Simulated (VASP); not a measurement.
# Bi2Te3 (R-3m) in VASP: single point with PBE+D3(BJ)

Aim: the single point of Bi2Te3 with PBE+D3(BJ).

Program: VASP 6.6.1. These are calculated values, not measurements. Logs are shortened: lines on timing, memory, paths and dates and some standing lists are left out, and cuts for length are marked.

## (1) The cell of the first run

It takes space group R-3m (No. 166, trigonal). Conventional cell: a = 4.387 Å, b = 4.387 Å, c = 30.280 Å, α = 90.00°, β = 90.00°, γ = 120.00°. Bi (site symmetry 3m) has 6 Te at 3.07 to 3.24 Å within 4.0 Å. Te (site symmetry -3m) has 6 Bi at 3.24 Å within 4.3 Å. Within 4.0 Å of Te (site symmetry 3m) lie 3 Bi at 3.07 Å and 3 Te at 3.62 Å.

## (2) Single point, PBE+D3(BJ)

Contents of INCAR:

```
SYSTEM = Bi2Te3
PREC = Accurate
ENCUT = 520
EDIFF = 1E-6
ISMEAR = 0
SIGMA = 0.02
LREAL = .FALSE.
LASPH = .TRUE.
NELM = 100
ALGO = Normal
ISIF = 2
LWAVE = .FALSE.
LCHARG = .TRUE.
GGA = PE
IVDW = 12
LELF = .TRUE.
LVHAR = .TRUE.
NBANDS = 32
```

Contents of KPOINTS:

```
Automatic mesh
0
G
  8 8 8
  0 0 0
```

Contents of POSCAR:

```
Bi2Te3
1.0
    2.1937494473      1.2665618339     10.0934739655
   -2.1937494473      1.2665618339     10.0934739655
    0.0000000000     -2.5331236679     10.0934739655
Bi Te
2 3
Direct
    0.4001579424      0.4001579424      0.4001579424
    0.5998420576      0.5998420576      0.5998420576
    0.0000000000      0.0000000000      0.0000000000
    0.2093249561      0.2093249561      0.2093249561
    0.7906750439      0.7906750439      0.7906750439
```

Potentials or basis: VASP PAW PBE potentials, release 64 (Bi_d, Te).

Launch:

```console
> cat potpaw_PBE.64/Bi_d/POTCAR potpaw_PBE.64/Te/POTCAR > POTCAR
> mpirun -np 1 vasp_std > vasp.out
```

OUTCAR:

```text
SYSTEM = Bi2Te3
   PREC = Accurate
   ENCUT = 520
   EDIFF = 1E-6
   ISMEAR = 0
   LREAL = .FALSE.
   LASPH = .TRUE.
   NELM = 100
   ISIF = 2
   GGA = PE
   IVDW = 12
 IVDW          = 12

 ion  position               nearest neighbor table
   1  0.400  0.400  0.400-   5 3.07   5 3.07   5 3.07   3 3.24   3 3.24   3 3.24
   2  0.600  0.600  0.600-   4 3.07   4 3.07   4 3.07   3 3.24   3 3.24   3 3.24
   3  0.000  0.000  0.000-   2 3.24   1 3.24   2 3.24   2 3.24   1 3.24   1 3.24
   4  0.209  0.209  0.209-   2 3.07   2 3.07   2 3.07   5 3.62   5 3.62   5 3.62
   5  0.791  0.791  0.791-   1 3.07   1 3.07   1 3.07   4 3.62   4 3.62   4 3.62

  LATTYP: Found a trigonal (rhomboedric) cell.
 ALAT       =    10.4064851035
 COS(alpha) =     0.9111216649

  Lattice vectors:

 A1 = (   2.1937494473,   1.2665618339,  10.0934739655)
 A2 = (  -2.1937494473,   1.2665618339,  10.0934739655)
 A3 = (   0.0000000000,  -2.5331236679,  10.0934739655)

Analysis of symmetry for initial positions (statically):
=====================================================================
 Subroutine PRICEL returns:
 Original cell was already a primitive cell.

 Routine SETGRP: Setting up the symmetry group for a
 trigonal (rhombohedral) supercell.

 Subroutine GETGRP returns: Found 12 space group operations
 (whereof 12 operations were pure point group operations)
 out of a pool of 12 trial point group operations.

The static configuration has the point symmetry D_3d.

Analysis of symmetry for dynamics (positions and initial velocities):
=====================================================================
 Subroutine PRICEL returns:
 Original cell was already a primitive cell.

 Routine SETGRP: Setting up the symmetry group for a
 trigonal (rhombohedral) supercell.

 Subroutine GETGRP returns: Found 12 space group operations
 (whereof 12 operations were pure point group operations)
 out of a pool of 12 trial point group operations.

The dynamic configuration has the point symmetry D_3d.

 Subroutine INISYM returns: Found 12 space group operations
 (whereof 12 operations are pure point group operations),
 and found     1 'primitive' translations

----------------------------------------------------------------------------------------

                                     Primitive cell

  volume of cell :     168.2695

  direct lattice vectors                    reciprocal lattice vectors
     2.193749447  1.266561834 10.093473965     0.227920285  0.131589838  0.033024639
    -2.193749447  1.266561834 10.093473965    -0.227920285  0.131589838  0.033024639
     0.000000000 -2.533123668 10.093473965     0.000000000 -0.263179676  0.033024639

  length of vectors
    10.406485103 10.406485103 10.406485103     0.265243603  0.265243603  0.265243603

  position of ions in fractional coordinates (direct lattice)
     0.400157942  0.400157942  0.400157942
     0.599842058  0.599842058  0.599842058
     0.000000000  0.000000000  0.000000000
     0.209324956  0.209324956  0.209324956
     0.790675044  0.790675044  0.790675044

  ion indices of the primitive-cell ions
   primitive index   ion index
                 1           1
                 2           2
                 3           3
                 4           4
                 5           5

----------------------------------------------------------------------------------------

 KPOINTS: Automatic mesh

Automatic generation of k-mesh.
 Grid dimensions read from file:
 generate k-points for:    8    8    8

 Generating k-lattice:

  Cartesian coordinates                     Fractional coordinates (reciprocal lattice)
     0.028490036  0.016448730  0.004128080     0.125000000 -0.000000000 -0.000000000
    -0.028490036  0.016448730  0.004128080    -0.000000000  0.125000000 -0.000000000
     0.000000000 -0.032897460  0.004128080    -0.000000000 -0.000000000  0.125000000

  Length of vectors
     0.033155450  0.033155450  0.033155450

  Shift w.r.t. Gamma in fractional coordinates (k-lattice)
     0.000000000  0.000000000  0.000000000

 Subroutine IBZKPT returns following result:
 ===========================================

 Found     65 irreducible k-points:

 Following reciprocal coordinates:
            Coordinates               Weight
  0.000000  0.000000  0.000000      1.000000
  0.125000  0.000000  0.000000      6.000000
  0.250000  0.000000  0.000000      6.000000
  0.375000  0.000000  0.000000      6.000000
  0.500000  0.000000  0.000000      3.000000
  0.125000  0.125000  0.000000      6.000000
[... 16 lines left out ...]
  0.250000  0.125000  0.125000      6.000000
  0.375000  0.125000  0.125000      6.000000
 [... further k-points ...]
   k-points           NKPTS =     65   k-points in BZ     NKDIM =     65   number of bands    NBANDS=     32
   number of dos      NEDOS =    301   number of ions     NIONS =      5
   total plane-waves  NPLWV = 512000
   dimension x,y,z NGX =    80 NGY =   80 NGZ =   80
   dimension x,y,z NGXF=   160 NGYF=  160 NGZF=  160
   ions per type =               2   3
   NGX,Y,Z   is equivalent  to a cutoff of  12.78, 12.78, 12.78 a.u.
   NGXF,Y,Z  is equivalent  to a cutoff of  25.56, 25.56, 25.56 a.u.
 SYSTEM =  Bi2Te3
   PREC   = accura    normal or accurate (medium, high low for compatibility)
   ISTART =      0    job   : 0-new  1-cont  2-samecut
   ICHARG =      2    charge: 1-file 2-atom 10-const
   ISPIN  =      1    spin polarized calculation?
   LNONCOLLINEAR =      F non collinear calculations
   LSORBIT =      F    spin-orbit coupling
   LASPH  =      T    aspherical Exc in radial PAW
   ENCUT  =  520.0 eV  38.22 Ry    6.18 a.u.  19.35 19.35 19.35*2*pi/ulx,y,z
   NELM   =    100;   NELMIN=  2; NELMDL= -5     # of ELM steps
   EDIFF  = 0.1E-05   stopping-criterion for ELM
   LREAL  =      F    real-space projection
   EDIFFG = 0.1E-04   stopping-criterion for IOM
   NSW    =      0    number of steps for IOM
   IBRION =     -1    ionic relax: 0-MD 1-quasi-New 2-CG
   NFREE  =      0    steps in history (QN), initial steepest desc. (CG)
   ISIF   =      2    stress and relaxation
   ISYM   =      2    0-nonsym 1-usesym 2-fastsym
   POTIM  = 0.5000    time-step for ionic-motion
   TEBEG  =    0.0;   TEEND  =   0.0 temperature during run
   PSTRESS=    0.0 pullay stress
   NELECT =      48.0000    total number of electrons
   NUPDOWN=      -1.0000    fix difference up-down
   EMIN   =  10.00;   EMAX   =-10.00  energy-range for DOS
   EFERMI =   0.00;   METHOD = LEGACY
   ISMEAR =     0;   SIGMA  =   0.02  broadening in eV -4-tet -1-fermi 0-gaus
   EFERMI_NEDOS =   21; number of points for ismear=-14 and -15
   IALGO  =     38    algorithm
   IMIX   =      4    mixing-type and parameters
     AMIX     =   0.40;   BMIX     =  1.00
     AMIX_MAG =   1.60;   BMIX_MAG =  1.00
  volume/ion in A,a.u.               =      33.65       227.11
  Fermi-wavevector in a.u.,A,eV,Ry     =   1.077672  2.036506 15.801507  1.161378
  Thomas-Fermi vector in A             =   2.213591
   LORBIT       =      0    0 simple, 1 ext, 2 COOP (PROOUT), +10 PAW based schemes
   GGA     = PE    functional components
   LHFCALC =     F    Hartree Fock is set to
   AEXX    =    0.0000 exact exchange contribution
   IVDW    =    12    specifies the selected vdW correction
   LEPSILON=     F    determine dielectric tensor
   LRPA    =     F    only Hartree local field effects (RPA)
 non-spin polarized calculation
 Gauss-broadening in eV      SIGMA  =   0.02
  energy-cutoff  :      520.00
  volume of cell :      168.27
 maximum number of plane-waves:      4550
 NGX is ok and might be reduce to    80
   NGX = 39   NGY = 39   NGZ = 39

 number of electron      48.0000006 magnetization

 Free energy of the ion-electron system (eV)
  ---------------------------------------------------
  ext. energy  EPLUGINS =         0.00000000
  ---------------------------------------------------
  free energy    TOTEN  =       -18.32238030 eV

  energy without entropy =      -18.32238030  energy(sigma->0) =      -18.32238030

 E-fermi :   6.4740     XC(G=0):  -9.3583

 val. band max:        6.3039443783   @ k =   0.0000   0.0000   0.0000
 cond. band min:       6.5545247154   @ k =   0.0000   0.0000   0.0000
 fundamental gap:      0.2505803371
 Fermi energy:         6.4740231623

 k-point     1 :       0.0000    0.0000    0.0000
  band No.  band energies     occupation
      1     -16.9162      2.00000
      2     -16.9162      2.00000
      3     -16.9147      2.00000
      4     -16.9147      2.00000
      5     -16.9085      2.00000
      6     -16.9072      2.00000
[... 24 lines left out ...]
     31      11.1209      0.00000
     32      11.6145      0.00000

 k-point     2 :       0.1250    0.0000    0.0000
  band No.  band energies     occupation
      1     -16.9175      2.00000
      2     -16.9158      2.00000
      3     -16.9147      2.00000
      4     -16.9132      2.00000
      5     -16.9075      2.00000
      6     -16.9063      2.00000
[... 24 lines left out ...]
     31      10.7040      0.00000
     32      11.2139      0.00000

 k-point     3 :       0.2500    0.0000    0.0000
  band No.  band energies     occupation
      1     -16.9212      2.00000
      2     -16.9190      2.00000
      3     -16.9122      2.00000
      4     -16.9105      2.00000
      5     -16.9078      2.00000
      6     -16.9055      2.00000
[... 24 lines left out ...]
     31      10.1904      0.00000
     32      11.6750      0.00000

 k-point     4 :       0.3750    0.0000    0.0000
  band No.  band energies     occupation
      1     -16.9252      2.00000
      2     -16.9225      2.00000
      3     -16.9115      2.00000
      4     -16.9094      2.00000
      5     -16.9089      2.00000
      6     -16.9070      2.00000
[... 654 lines left out ...]
     31      11.1045      0.00000
     32      11.6287      0.00000

 k-point    23 :       0.2500    0.1250    0.1250
  band No.  band energies     occupation
      1     -16.9175      2.00000
      2     -16.9158      2.00000
      3     -16.9147      2.00000
      4     -16.9132      2.00000
      5     -16.9075      2.00000
      6     -16.9063      2.00000
[... 24 lines left out ...]
     31      10.6751      0.00000
     32      11.3817      0.00000

 k-point    24 :       0.3750    0.1250    0.1250
  band No.  band energies     occupation
      1     -16.9212      2.00000
      2     -16.9190      2.00000
      3     -16.9122      2.00000
      4     -16.9105      2.00000
      5     -16.9078      2.00000
      6     -16.9055      2.00000
[... 24 lines left out ...]
     31      10.1883      0.00000
     32      11.6101      0.00000

 [... further k-points ...]

------------------------ aborting loop because EDIFF is reached ----------------------------------------

 Edisp (eV)   -2.25298

 E8    (eV) :    -1.0695

  FORCE on cell =-STRESS in cart. coord.  units (eV):
  Direction    XX          YY          ZZ          XY          YZ          ZX
  --------------------------------------------------------------------------------------
  -------------------------------------------------------------------------------------
  Total      -0.01898    -0.01898    -0.01871     0.00000     0.00000     0.00000
  in kB      -0.18069    -0.18069    -0.17818     0.00000     0.00000     0.00000
  external pressure =       -0.18 kB  Pullay stress =        0.00 kB

 VOLUME and BASIS-vectors are now :
 -----------------------------------------------------------------------------
  energy-cutoff  :      520.00
  volume of cell :      168.27
      direct lattice vectors                 reciprocal lattice vectors
     2.193749447  1.266561834 10.093473965     0.227920285  0.131589838  0.033024639
    -2.193749447  1.266561834 10.093473965    -0.227920285  0.131589838  0.033024639
     0.000000000 -2.533123668 10.093473965     0.000000000 -0.263179676  0.033024639

 POSITION                                       TOTAL-FORCE (eV/Angst)
 -----------------------------------------------------------------------------------
      0.00000     -0.00000     12.11695         0.000000      0.000000     -0.009105
      0.00000     -0.00000     18.16347         0.000000     -0.000000      0.009105
      0.00000      0.00000      0.00000         0.000000     -0.000000     -0.000000
      0.00000     -0.00000      6.33845         0.000000      0.000000     -0.012826
      0.00000     -0.00000     23.94197         0.000000     -0.000000      0.012826
 -----------------------------------------------------------------------------------
    total drift:                               -0.000000     -0.000000      0.000000

  FREE ENERGIE OF THE ION-ELECTRON SYSTEM (eV)
  ---------------------------------------------------
  free  energy   TOTEN  =       -20.5753610385 eV

  energy  without entropy=      -20.5753610385  energy(sigma->0) =      -20.57536104
```

Wall time 21 min (1 thread of Intel Xeon Platinum 8488C (Sapphire Rapids), shared host); peak memory 1.1 GiB.

What came out:

```
Free energy                : -20.5754 eV
Pressure                   : 0.0 GPa
Largest force              : 0.013 eV/Å
Band gap on the k mesh     : 0.25 eV, direct
Dispersion energy per atom : -0.451 eV
```

Forces on the atoms (eV/Å):
```
Bi   0.000  0.000 -0.009
Bi   0.000  0.000  0.009
Te   0.000  0.000  0.000
Te   0.000  0.000 -0.013
Te   0.000  0.000  0.013
```

Caveat: spin-orbit coupling is left out, which moves the levels of the heavy elements. A k mesh can miss the band edges.
